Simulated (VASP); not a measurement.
# HgTe (F-43m) in VASP: further runs, part 2 of 2

VASP 6.6.1.

## 5. Single point, r2SCAN

This run uses another cell than the first one, of 33.22 Å³/atom, 0.937 times its volume.

File POSCAR:

```
HgTe
1.0
    0.0000000000      3.2145000000      3.2145000000
    3.2145000000      0.0000000000      3.2145000000
    3.2145000000      3.2145000000      0.0000000000
Hg Te
1 1
Direct
    0.0000000000      0.0000000000      0.0000000000
    0.2500000000      0.2500000000      0.2500000000
```

File INCAR.step1:

```
SYSTEM = HgTe
  PREC = Accurate
  ENCUT = 520
  ISMEAR = 0
  SIGMA = 0.1
  LREAL = .FALSE.
  LASPH = .TRUE.
  NELM = 80
  NBANDS = 16
  GGA = PE
  ALGO = Normal
  EDIFF = 1E-4
  LWAVE = .TRUE.
  LCHARG = .FALSE.
```

File INCAR.step2:

```
SYSTEM = HgTe
  PREC = Accurate
  ENCUT = 520
  EDIFF = 1E-7
  ISMEAR = 0
  SIGMA = 0.1
  LREAL = .FALSE.
  LASPH = .TRUE.
  NELM = 80
  ALGO = Normal
  ISIF = 2
  LWAVE = .FALSE.
  LCHARG = .FALSE.
  METAGGA = R2SCAN
  LMIXTAU = .TRUE.
  NBANDS = 16
  ISTART = 1
```

File KPOINTS:

```
Automatic mesh
0
G
  12 12 12
  0 0 0
```

On the command line:

```
cat potpaw_PBE.64/Hg/POTCAR potpaw_PBE.64/Te/POTCAR > POTCAR
cp INCAR.step1 INCAR
mpirun -np 1 vasp_std > vasp.out
cp INCAR.step2 INCAR
mpirun -np 1 vasp_std > vasp.out
```

Wall time 3.6 min (1 thread of AMD EPYC 9R45 (Zen 5), shared host); peak memory 0.23 GiB.

The run converged. Its results:

- Free energy: -75.1198 eV
- Pressure: 3.2 GPa
- Band gap on the k mesh: zero (filled and empty bands touch)

Levels at points of the mesh, in eV from the Fermi level:
```tsv
k point	band 6	band 7	band 8	band 9	band 10	band 11	band 12	band 13
(0.00, 0.00, 0.00)	-7.21	-0.43	-0.06	-0.06	-0.06	4.47	4.47	4.47
(0.50, 0.00, 0.00)	-6.87	-5.83	-1.12	-1.12	0.90	5.29	5.29	7.10
(0.50, 0.50, 0.00)	-6.70	-5.74	-2.49	-2.49	2.02	2.63	8.73	9.45
```

Caveat: the PAW data sets were made with another functional, which shifts forces and pressure a little; spin-orbit coupling is left out, which moves the levels of the heavy elements.

## 6. Single point, r2SCAN (volume scaled by 0.94)

File POSCAR:

```
HgTe
1.0
    0.0000000000      3.2184317540      3.2184317540
    3.2184317540      0.0000000000      3.2184317540
    3.2184317540      3.2184317540      0.0000000000
Hg Te
1 1
Direct
    0.0000000000      0.0000000000      0.0000000000
    0.2500000000      0.2500000000      0.2500000000
```

File INCAR.step1:

```
  PREC = Accurate
  ENCUT = 520
  ISMEAR = 0
  SIGMA = 0.1
  LREAL = F
  LASPH = T
  NELM = 60
  NBANDS = 16
  GGA = PE
  ALGO = Normal
  EDIFF = 1E-4
  LWAVE = T
  LCHARG = F
```

File INCAR.step2:

```
  PREC = Accurate
  ENCUT = 520
  EDIFF = 1E-6
  ISMEAR = 0
  SIGMA = 0.1
  LREAL = F
  LASPH = T
  NELM = 60
  ALGO = Normal
  ISIF = 2
  LWAVE = F
  LCHARG = F
  METAGGA = R2SCAN
  LMIXTAU = T
  NBANDS = 16
  ISTART = 1
```

File KPOINTS:

```
regular mesh
0
Gamma
  12 12 12
```

Potentials or basis: VASP PAW PBE potentials, release 64 (Hg, Te).

On the command line:

```
cat potpaw_PBE.64/Hg/POTCAR potpaw_PBE.64/Te/POTCAR > POTCAR
cp INCAR.step1 INCAR
mpirun -np 1 vasp_std > vasp.out
cp INCAR.step2 INCAR
mpirun -np 1 vasp_std > vasp.out
```

OUTCAR:

```text
PREC = Accurate
   ENCUT = 520
   EDIFF = 1E-6
   ISMEAR = 0
   LREAL = F
   LASPH = T
   NELM = 60
   ISIF = 2
   METAGGA = R2SCAN
   ISTART = 1

 ion  position               nearest neighbor table
   1  0.000  0.000  0.000-   2 2.79   2 2.79   2 2.79   2 2.79
   2  0.250  0.250  0.250-   1 2.79   1 2.79   1 2.79   1 2.79

  LATTYP: Found a face centered cubic cell.
 ALAT       =     6.4368635080

  Lattice vectors:

[... 192 lines left out ...]
      5      -4.1234      2.00000
      6      -4.1234      2.00000
[... 433 lines left out ...]
      3      -4.5271      2.00000
      4      -4.1425      2.00000
      5      -4.1116      2.00000
      6      -3.7757      2.00000
[... 8 lines left out ...]
     15      12.8612      0.00000
     16      13.1068      0.00000

 [... further k-points ...]
[... 5 lines left out ...]
  --------------------------------------------------------------------------------------
  -------------------------------------------------------------------------------------
  Total        1.2598107      1.2598107      1.2598107     -0.0000000      0.0000000      0.0000000
  in kB       30.2728258     30.2728258     30.2728258     -0.0000000      0.0000000      0.0000000
  external PRESSURE =      30.2728258 kB  Pullay stress =       0.0000000 kB

 VOLUME and BASIS-vectors are now :
 -----------------------------------------------------------------------------
  energy-cutoff  :      520.00
  volume of cell :       66.67
      direct lattice vectors                 reciprocal lattice vectors
     0.000000000  3.218431754  3.218431754    -0.155355166  0.155355166  0.155355166
     3.218431754  0.000000000  3.218431754     0.155355166 -0.155355166  0.155355166
     3.218431754  3.218431754  0.000000000     0.155355166  0.155355166 -0.155355166

 POSITION                                       TOTAL-FORCE (eV/Angst)
 -----------------------------------------------------------------------------------
      0.00000      0.00000      0.00000         0.000000      0.000000      0.000000
      1.60922      1.60922      1.60922        -0.000000     -0.000000     -0.000000
 -----------------------------------------------------------------------------------
    total drift:                               -0.000000     -0.000000     -0.000000

  FREE ENERGIE OF THE ION-ELECTRON SYSTEM (eV)
  ---------------------------------------------------
  free  energy   TOTEN  =       -75.1246487404 eV

  energy  without entropy=      -75.1244985466  energy(sigma->0) =      -75.12457364
```

OUTCAR.step1:

```text
PREC = Accurate
   ENCUT = 520
   ISMEAR = 0
   LREAL = F
   LASPH = T
[... 677 lines left out ...]
 -----------------------------------------------------------------------------------
      0.00000      0.00000      0.00000        -0.000000     -0.000000      0.000000
      1.60922      1.60922      1.60922         0.000000      0.000000     -0.000000
 -----------------------------------------------------------------------------------
    total drift:                                0.000000      0.000000      0.000000

  FREE ENERGIE OF THE ION-ELECTRON SYSTEM (eV)
  ---------------------------------------------------
  free  energy   TOTEN  =        -3.5640016368 eV

  energy  without entropy=       -3.5638493842  energy(sigma->0) =       -3.56392551
```

Run time: 3.5 min. Hardware: 1 thread of AMD EPYC 9R45 (Zen 5), shared host; peak memory 0.23 GiB.

What came out:

```yaml
Free_energy: -75.1246 eV
Pressure: 3.0 GPa
Band_gap_on_the_k_mesh: zero (filled and empty bands touch)
```

Levels at points of the mesh, in eV from the Fermi level:
| k point | band 5 | band 6 | band 7 | band 8 | band 9 | band 10 | band 11 | band 12 | band 13 | band 14 |
| --- | --- | --- | --- | --- | --- | --- | --- | --- | --- | --- |
| (0.00, 0.00, 0.00) | -7.19 | -7.19 | -0.44 | -0.06 | -0.06 | -0.06 | 4.48 | 4.48 | 4.48 | 6.76 |
| (0.50, 0.00, 0.00) | -7.17 | -6.86 | -5.80 | -1.11 | -1.11 | 0.90 | 5.30 | 5.30 | 7.10 | 8.35 |
| (0.50, 0.50, 0.00) | -7.12 | -6.69 | -5.72 | -2.48 | -2.48 | 2.02 | 2.64 | 8.71 | 9.44 | 9.44 |

Caveat: the cell differs from its parent crystal (volume scaled by 0.94); the PAW data sets were made with another functional, which shifts forces and pressure a little; spin-orbit coupling is left out, which moves the levels of the heavy elements.

## 7. The runs side by side

| cell | gap on the mesh (eV) | pressure (GPa) |
| --- | --- | --- |
| a = 4.646 Å, angles 60.0°, 2 atoms | none | 0.1 |
| a = 4.453 Å, angles 60.0°, 2 atoms | none | 7.3 |
| a = 4.503 Å, angles 60.0°, 2 atoms | none | 5.0 |
| a = 4.546 Å, angles 60.0°, 2 atoms | none | 3.2 |
| a = 4.552 Å, angles 60.0°, 2 atoms | none | 3.0 |

Alike in all rows: task single point; level r2SCAN; potentials or basis VASP PAW PBE potentials, release 64 (Hg, Te); no spin polarisation; k mesh 12 × 12 × 12; cutoff (eV) 520; smearing gaussian 0.1 eV.

Caveats: the PAW data sets were made with another functional, which shifts forces and pressure a little; spin-orbit coupling is left out, which moves the levels of the heavy elements.

Absolute energies hang on the potentials; compare differences alone.
